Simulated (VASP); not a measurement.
# Pd in VASP: relaxation of the atoms with PBEsol

Aim: the relaxation of the atoms of Pd with PBEsol.

Everything below comes from runs of VASP 6.6.1. Logs are shortened: lines on timing, memory, paths and dates and some standing lists are left out, and cuts for length are marked.

## 1. The cell of the first run

The cell holds a slab with vacuum, 5 atoms: a = 2.742 Å, b = 2.742 Å, c = 23.755 Å, α = 90.00°, β = 90.00°, γ = 90.00°.

## 2. Relaxation of the atoms, PBEsol

INCAR reads:

```
SYSTEM = Pd
  PREC = Accurate
  ENCUT = 520
  EDIFF = 1E-6
  ISMEAR = -1
  SIGMA = 0.08
  LREAL = .FALSE.
  LASPH = .TRUE.
  NELM = 100
  ALGO = Normal
  ISIF = 2
  LWAVE = .FALSE.
  LCHARG = .FALSE.
  LDIPOL = .TRUE.
  IDIPOL = 3
  DIPOL = 0.5 0.5 0.500
  GGA = PS
  IBRION = 2
  NSW = 32
  EDIFFG = -0.01
  KPAR = 4
```

KPOINTS reads:

```
regular mesh
0
G
  12 12 1
  0 0 0
```

POSCAR reads:

```
Pd
1.0
    2.7417966102      0.0000000000      0.0000000000
    0.0000000000      2.7417966102      0.0000000000
    0.0000000000      0.0000000000     23.7550000000
Pd
5
Direct
    0.0000000000      0.0000000000      0.3385513902
    0.5000000000      0.5000000000      0.4187923447
    0.0000000000      0.0000000000      0.5000000004
    0.5000000000      0.5000000000      0.5812076557
    0.0000000000      0.0000000000      0.6614486091
```

Potentials or basis: VASP PAW PBE potentials, release 64 (Pd).

Command:

```bash
cat potpaw_PBE.64/Pd/POTCAR > POTCAR
mpirun -np 4 vasp_std > vasp.out
```

OUTCAR:

```text
SYSTEM = Pd
   PREC = Accurate
   ENCUT = 520
   EDIFF = 1E-6
   ISMEAR = -1
   LREAL = .FALSE.
   LASPH = .TRUE.
   NELM = 100
   ISIF = 2
   GGA = PS
   IBRION = 2
   NSW = 32
   EDIFFG = -0.01

 ion  position               nearest neighbor table
   1  0.000  0.000  0.339-   2 2.72   2 2.72   2 2.72   2 2.72
   2  0.500  0.500  0.419-   1 2.72   1 2.72   1 2.72   1 2.72   3 2.73   3 2.73   3 2.73   3 2.73

   3  0.000  0.000  0.500-   4 2.73   4 2.73   4 2.73   4 2.73   2 2.73   2 2.73   2 2.73   2 2.73

   4  0.500  0.500  0.581-   5 2.72   5 2.72   5 2.72   5 2.72   3 2.73   3 2.73   3 2.73   3 2.73

   5  0.000  0.000  0.661-   4 2.72   4 2.72   4 2.72   4 2.72

  LATTYP: Found a simple tetragonal cell.
 ALAT       =     2.7417966102
 C/A-ratio  =     8.6640270513

  Lattice vectors:

 A1 = (   2.7417966102,   0.0000000000,   0.0000000000)
 A2 = (   0.0000000000,   2.7417966102,   0.0000000000)
 A3 = (   0.0000000000,   0.0000000000,  23.7550000000)

Analysis of symmetry for initial positions (statically):
=====================================================================
 Subroutine PRICEL returns:
 Original cell was already a primitive cell.

 Routine SETGRP: Setting up the symmetry group for a
 simple tetragonal supercell.

 Subroutine GETGRP returns: Found 16 space group operations
 (whereof 16 operations were pure point group operations)
 out of a pool of 16 trial point group operations.

The static configuration has the point symmetry D_4h.

Analysis of symmetry for dynamics (positions and initial velocities):
=====================================================================
 Subroutine PRICEL returns:
 Original cell was already a primitive cell.

 Routine SETGRP: Setting up the symmetry group for a
 simple tetragonal supercell.

 Subroutine GETGRP returns: Found 16 space group operations
 (whereof 16 operations were pure point group operations)
 out of a pool of 16 trial point group operations.

The dynamic configuration has the point symmetry D_4h.

 Subroutine INISYM returns: Found 16 space group operations
[... 167 lines left out ...]
  energy-cutoff  :      520.00
  volume of cell :      178.58
      direct lattice vectors                 reciprocal lattice vectors
     2.741796610  0.000000000  0.000000000     0.364724355  0.000000000  0.000000000
     0.000000000  2.741796610  0.000000000     0.000000000  0.364724355  0.000000000
     0.000000000  0.000000000 23.755000000     0.000000000  0.000000000  0.042096401

 POSITION                                       TOTAL-FORCE (eV/Angst)
 -----------------------------------------------------------------------------------
      0.00000      0.00000      8.04229         0.000000     -0.000000      0.013497
      1.37090      1.37090      9.94841         0.000000      0.000000     -0.001676
      0.00000      0.00000     11.87750        -0.000000      0.000000      0.000000
      1.37090      1.37090     13.80659        -0.000000      0.000000      0.001676
      0.00000      0.00000     15.71271        -0.000000     -0.000000     -0.013497
 -----------------------------------------------------------------------------------
    total drift:                               -0.000000      0.000000     -0.000003

  FREE ENERGIE OF THE ION-ELECTRON SYSTEM (eV)
  ---------------------------------------------------
  free  energy   TOTEN  =       -28.1271279727 eV

  energy  without entropy=      -27.9136278010  energy(sigma->0) =      -28.02037789

--------------------------------------- Ionic step        2  -------------------------------------------

 number of electron      50.0000023 magnetization

 dipolmoment           0.000000      0.000000     -0.000000 electrons x Angstroem

 Free energy of the ion-electron system (eV)
  ---------------------------------------------------
  ext. energy  EPLUGINS =         0.00000000
  ---------------------------------------------------
  free energy    TOTEN  =       -28.12714420 eV

  energy without entropy =      -27.91367636  energy(sigma->0) =      -28.02041028

 E-fermi :   0.9307     XC(G=0):  -6.2267

 val. band max:        0.9297523109   @ k =   0.4167   0.4167   0.0000
 cond. band min:       0.9385503861   @ k =   0.0000   0.0000   0.0000
 fundamental gap:      0.0087980751
 Fermi energy:         0.9306840871

 k-point     1 :       0.0000    0.0000    0.0000
  band No.  band energies     occupation
      1      -6.0272      2.00000
      2      -4.9184      2.00000
      3      -4.4578      2.00000
      4      -4.1832      2.00000
      5      -3.8044      2.00000
      6      -3.7290      2.00000
[... 781 lines left out ...]
     29       6.4961      0.00000
     30       7.4929      0.00000

 [... further k-points ...]

------------------------ aborting loop because EDIFF is reached ----------------------------------------

 vacuum level on the upper side and lower side of the slab       (xc-potential included)        -0.089        -0.089

  FORCE on cell =-STRESS in cart. coord.  units (eV):
  Direction    XX          YY          ZZ          XY          YZ          ZX
  --------------------------------------------------------------------------------------
  -------------------------------------------------------------------------------------
  Total       -2.2874198     -2.2874198     -0.1299332      0.0000000     -0.0000000      0.0000000
  in kB      -20.5225324    -20.5225324     -1.1657492      0.0000000     -0.0000000      0.0000000
  external PRESSURE =     -14.0702714 kB  Pullay stress =       0.0000000 kB

 VOLUME and BASIS-vectors are now :
 -----------------------------------------------------------------------------
  energy-cutoff  :      520.00
  volume of cell :      178.58
      direct lattice vectors                 reciprocal lattice vectors
     2.741796610  0.000000000  0.000000000     0.364724355  0.000000000  0.000000000
     0.000000000  2.741796610  0.000000000     0.000000000  0.364724355  0.000000000
     0.000000000  0.000000000 23.755000000     0.000000000  0.000000000  0.042096401

 POSITION                                       TOTAL-FORCE (eV/Angst)
 -----------------------------------------------------------------------------------
      0.00000      2.74180      8.04294        -0.000000     -0.000000      0.009208
      1.37090      1.37090      9.94833        -0.000000      0.000000      0.002871
      2.74180      0.00000     11.87750        -0.000000      0.000000      0.000000
      1.37090      1.37090     13.80667         0.000000      0.000000     -0.002871
      2.74180      2.74180     15.71206        -0.000000      0.000000     -0.009208
 -----------------------------------------------------------------------------------
    total drift:                               -0.000000      0.000000     -0.000003

  FREE ENERGIE OF THE ION-ELECTRON SYSTEM (eV)
  ---------------------------------------------------
  free  energy   TOTEN  =       -28.1271441990 eV

  energy  without entropy=      -27.9136763597  energy(sigma->0) =      -28.02041028

 reached required accuracy - stopping structural energy minimisation

 vacuum level on the upper side and lower side of the slab         6.071         6.071
```

Run time: 2.2 min. Hardware: 4 MPI ranks of Intel Xeon Platinum 8375C at 2.90GHz (Ice Lake), shared host; peak memory 0.31 GiB.

What came out:

| Property | Result |
| --- | --- |
| Free energy | -28.1271 eV |
| Energy gained by relaxing | 0.0 meV/atom |
| Ionic steps | 2 |
| Largest force after relaxing | 0.009 eV/Å |
| Band gap on the k mesh | zero (bands 25 and 26 overlap by 1.07 eV) |

Forces on the atoms (eV/Å):
```
Pd   0.000  0.000  0.009
Pd   0.000  0.000  0.003
Pd   0.000  0.000  0.000
Pd   0.000  0.000 -0.003
Pd   0.000  0.000 -0.009
```

Final structure:
```xyz
5
Lattice="2.7418 0.0000 0.0000 0.0000 2.7418 0.0000 0.0000 0.0000 23.7550" Properties=species:S:1:pos:R:3 pbc="T T T"
Pd    0.0000    2.7418    8.0429
Pd    1.3709    1.3709    9.9483
Pd    2.7418    0.0000   11.8775
Pd    1.3709    1.3709   13.8067
Pd    2.7418    2.7418   15.7121
```

Caveat: the PAW data sets were made with another functional, which shifts forces and pressure a little.
